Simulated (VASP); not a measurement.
# GaAs (zincblende type) (F-43m) in VASP: notebook, part 2 of 2

VASP 6.6.1. The steps go on from the part before.

## (3) Single point, PBEsol

This run uses another cell than the first one, of 22.66 Å³/atom, 1.250 times its volume.

Contents of INCAR:

```
  PREC = Accurate
  ENCUT = 520
  EDIFF = 1E-7
  ISMEAR = -1
  SIGMA = 0.08
  LREAL = False
  LASPH = True
  NELM = 100
  ALGO = Normal
  ISIF = 2
  LWAVE = False
  LCHARG = True
  GGA = PS
  LELF = True
  LVHAR = True
  NBANDS = 16
```

Contents of KPOINTS:

```
Automatic mesh
0
Gamma
  11 11 11
```

Contents of POSCAR:

```
GaAs
1.0
    0.0000000000      2.8297484976      2.8297484976
    2.8297484976      0.0000000000      2.8297484976
    2.8297484976      2.8297484976      0.0000000000
Ga As
1 1
Direct
    0.0000000000      0.0000000000      0.0000000000
    0.2500000000      0.2500000000      0.2500000000
```

Potentials or basis: VASP PAW PBE potentials, release 64 (Ga_d, As).

The run is started by

```bash
cat potpaw_PBE.64/Ga_d/POTCAR potpaw_PBE.64/As/POTCAR > POTCAR
mpirun -np 1 vasp_std > vasp.out
```

OUTCAR:

```text
PREC = Accurate
   ENCUT = 520
   EDIFF = 1E-7
   ISMEAR = -1
   LREAL = False
   LASPH = True
   NELM = 100
   ISIF = 2
   GGA = PS

 ion  position               nearest neighbor table
   1  0.000  0.000  0.000-   2 2.45   2 2.45   2 2.45   2 2.45
   2  0.250  0.250  0.250-   1 2.45   1 2.45   1 2.45   1 2.45

  LATTYP: Found a face centered cubic cell.
 ALAT       =     5.6594969952

  Lattice vectors:

 A1 = (   0.0000000000,   2.8297484976,   2.8297484976)
 A2 = (   2.8297484976,   0.0000000000,   2.8297484976)
 A3 = (   2.8297484976,   2.8297484976,   0.0000000000)

Analysis of symmetry for initial positions (statically):
=====================================================================
 Subroutine PRICEL returns:
 Original cell was already a primitive cell.

 Routine SETGRP: Setting up the symmetry group for a
 face centered cubic supercell.

 Subroutine GETGRP returns: Found 24 space group operations
 (whereof 24 operations were pure point group operations)
 out of a pool of 48 trial point group operations.

The static configuration has the point symmetry T_d .

[... 158 lines left out ...]
  energy without entropy =       -9.09205132  energy(sigma->0) =       -9.09214626

 E-fermi :   4.0831     XC(G=0):  -9.7595

 val. band max:        3.7746639041   @ k =   0.0000   0.0000   0.0000
 cond. band min:       4.2079641863   @ k =   0.0000   0.0000   0.0000
 fundamental gap:      0.4333002822
 Fermi energy:         4.0830581166

 k-point     1 :       0.0000    0.0000    0.0000
  band No.  band energies     occupation
      1     -10.9929      2.00000
      2     -10.9929      2.00000
      3     -10.9929      2.00000
      4     -10.9136      2.00000
      5     -10.9136      2.00000
      6      -8.9555      2.00000
[... 433 lines left out ...]
      3     -10.9753      2.00000
      4     -10.9167      2.00000
      5     -10.9116      2.00000
      6      -7.9964      2.00000
[... 8 lines left out ...]
     15      13.8869      0.00000
     16      14.5862      0.00000

 [... further k-points ...]

------------------------ aborting loop because EDIFF is reached ----------------------------------------

  FORCE on cell =-STRESS in cart. coord.  units (eV):
  Direction    XX          YY          ZZ          XY          YZ          ZX
  --------------------------------------------------------------------------------------
  -------------------------------------------------------------------------------------
  Total        0.0420557      0.0420557      0.0420557     -0.0000000      0.0000000      0.0000000
  in kB        1.4868320      1.4868320      1.4868320     -0.0000000      0.0000000      0.0000000
  external PRESSURE =       1.4868320 kB  Pullay stress =       0.0000000 kB

 VOLUME and BASIS-vectors are now :
 -----------------------------------------------------------------------------
  energy-cutoff  :      520.00
  volume of cell :       45.32
      direct lattice vectors                 reciprocal lattice vectors
     0.000000000  2.829748498  2.829748498    -0.176694148  0.176694148  0.176694148
     2.829748498  0.000000000  2.829748498     0.176694148 -0.176694148  0.176694148
     2.829748498  2.829748498  0.000000000     0.176694148  0.176694148 -0.176694148

 POSITION                                       TOTAL-FORCE (eV/Angst)
 -----------------------------------------------------------------------------------
      0.00000      0.00000      0.00000        -0.000000     -0.000000     -0.000000
      1.41487      1.41487      1.41487         0.000000      0.000000      0.000000
 -----------------------------------------------------------------------------------
    total drift:                                0.000000      0.000000      0.000000

  FREE ENERGIE OF THE ION-ELECTRON SYSTEM (eV)
  ---------------------------------------------------
  free  energy   TOTEN  =        -9.0922411924 eV

  energy  without entropy=       -9.0920513248  energy(sigma->0) =       -9.09214626
```

OSZICAR:

```text
N       E                     dE             d eps       ncg     rms          rms(c)
DAV:   1     0.798891267753E+02    0.79889E+02   -0.89671E+03  1880   0.154E+03
DAV:   2    -0.280253967434E+01   -0.82692E+02   -0.79188E+02  2056   0.305E+02
DAV:   3    -0.919058484400E+01   -0.63880E+01   -0.63679E+01  2208   0.653E+01
DAV:   4    -0.928903340603E+01   -0.98449E-01   -0.98437E-01  2192   0.887E+00
DAV:   5    -0.929037765485E+01   -0.13442E-02   -0.13442E-02  2256   0.949E-01    0.293E+00
DAV:   6    -0.912522187645E+01    0.16516E+00   -0.22439E-01  2752   0.916E+00    0.173E+00
DAV:   7    -0.909383296162E+01    0.31389E-01   -0.58775E-02  2712   0.202E+00    0.534E-01
DAV:   8    -0.909202700278E+01    0.18060E-02   -0.92022E-03  2216   0.109E+00    0.105E-01
DAV:   9    -0.909218953265E+01   -0.16253E-03   -0.68703E-04  2272   0.323E-01    0.423E-02
DAV:  10    -0.909222062949E+01   -0.31097E-04   -0.50057E-05  2664   0.712E-02    0.227E-02
DAV:  11    -0.909224117651E+01   -0.20547E-04   -0.23693E-05  2056   0.488E-02    0.260E-03
DAV:  12    -0.909224119239E+01   -0.15883E-07   -0.86073E-07  2304   0.139E-02
   1 F= -.90922412E+01 E0= -.90921463E+01  d E =-.189868E-03
```

stdout:

```text
POSCAR found type information on POSCAR GaAs
 POSCAR found :  2 types and       2 ions
 scaLAPACK will be used
 -----------------------------------------------------------------------------
|                                                                             |
|                                                                             |
|     You enforced a specific xc type in the INCAR file but a different       |
|     I HOPE YOU KNOW WHAT YOU ARE DOING!                                     |
|                                                                             |
 -----------------------------------------------------------------------------

 LDA part: xc-table for (Slater+PW92), standard interpolation
 POSCAR, INCAR and KPOINTS ok, starting setup
 FFT: planning ... GRIDC
 FFT: planning ... GRID_SOFT
 FFT: planning ... GRID
 WAVECAR not read
 entering main loop
```

Wall time 62 s (1 thread of AMD EPYC 7R43 (Zen 3), shared host); peak memory 0.15 GiB.

What came out:

- Free energy: -9.0922 eV
- Pressure: 0.1 GPa
- Band gap on the k mesh: 0.43 eV, direct

Caveat: the PAW data sets were made with another functional, which shifts forces and pressure a little.

## (4) Relaxation of cell and atoms, PBEsol

This run uses another cell than the first one, of 24.33 Å³/atom, 1.342 times its volume.

Contents of INCAR:

```
SYSTEM = GaAs
ALGO     = Normal         ! electronic algorithm
EDIFF    = 1E-7           ! SCF threshold, eV
EDIFFG   = -0.005         ! ionic threshold
ENCUT    = 600            ! plane-wave cutoff, eV
GGA      = PS             ! functional
IBRION   = 2              ! ionic algorithm
ISIF     = 3              ! what is computed and relaxed
ISMEAR   = -1             ! smearing method
LASPH    = .TRUE.         ! aspherical terms in the spheres
LCHARG   = .FALSE.        ! write CHGCAR
LREAL    = .FALSE.        ! projectors in reciprocal space
LWAVE    = .FALSE.        ! write WAVECAR
NELM     = 60             ! most SCF steps
NSW      = 60             ! ionic steps
PREC     = Accurate       ! precision mode
SIGMA    = 0.08           ! smearing width, eV
```

Contents of KPOINTS:

```
k-points
0
G
  11 11 11
  0 0 0
```

Contents of POSCAR:

```
GaAs
1.0
    0.0000000000      2.8976292420      2.8976292420
    2.8976292420      0.0000000000      2.8976292420
    2.8976292420      2.8976292420      0.0000000000
Ga As
1 1
Direct
    0.0000000000      0.0000000000      0.0000000000
    0.2500000000      0.2500000000      0.2500000000
```

The run is started by

```bash
cat potpaw_PBE.64/Ga_d/POTCAR potpaw_PBE.64/As/POTCAR > POTCAR
mpirun -np 1 vasp_std > vasp.out
```

Wall time 2.6 min (1 thread of AMD EPYC 7R43 (Zen 3), shared host); peak memory 0.2 GiB.

Results (log left out):

```yaml
Free_energy: -9.0927 eV
Relaxed_volume: 22.71 Å³/atom
Relaxed_cell: a = 4.005 Å, b = 4.005 Å, c = 4.005 Å, α = 60.00°, β = 60.00°, γ = 60.00°
Space_group_after_relaxing_to_0.05_Å: F-43m (No. 216)
Energy_gained_by_relaxing: 21.9 meV/atom
Ionic_steps: 3
Pressure_after_relaxing: 0.0 GPa
Band_gap_on_the_k_mesh: 0.42 eV, direct
```

The path:
```tsv
step	energy change (eV)	largest force (eV/Å)	pressure (GPa)	volume (Å³)
1	0.0000	0.0000	-4.06	48.66
2	-0.0392	0.0000	1.57	44.44
3	-0.0438	0.0000	0.00	45.41
```

Final structure:
```
Ga As
1.0
     0.00000    2.83166    2.83166
     2.83166    0.00000    2.83166
     2.83166    2.83166    0.00000
Ga As
1 1
Direct
  0.00000 0.00000 0.00000
  0.25000 0.25000 0.25000
```

Levels at points of the mesh, in eV from the valence-band top:
| k point | band 5 | band 6 | band 7 | band 8 | band 9 | band 10 | band 11 | band 12 | band 13 |
| --- | --- | --- | --- | --- | --- | --- | --- | --- | --- |
| (0.00, 0.00, 0.00) | -14.69 | -12.72 | 0.00 | 0.00 | 0.00 | 0.42 | 3.69 | 3.69 | 3.69 |

Caveat: the PAW data sets were made with another functional, which shifts forces and pressure a little. As with any semilocal functional, this PBEsol gap is likely too small.

## (5) Summary

| task | cell | cutoff (eV) | gap on the mesh (eV) | pressure (GPa) |
| --- | --- | --- | --- | --- |
| single point | a = 3.715 Å, angles 60.0°, 2 atoms | 520 | 0.85 | 26.1 |
| single point | a = 4.002 Å, angles 60.0°, 2 atoms | 520 | 0.43 | 0.1 |
| relaxation of cell and atoms | relaxed from a = 4.098 Å, angles 60.0°, 2 atoms | 600 | 0.42 | 0.0 |

Alike in all rows: level PBEsol; potentials or basis VASP PAW PBE potentials, release 64 (Ga_d, As); no spin polarisation; k mesh 11 × 11 × 11; smearing fermi-dirac 0.08 eV.

Caveats: the PAW data sets were made with another functional, which shifts forces and pressure a little.

Total energies depend on the potentials used, so only differences within one code and one set of settings carry meaning.
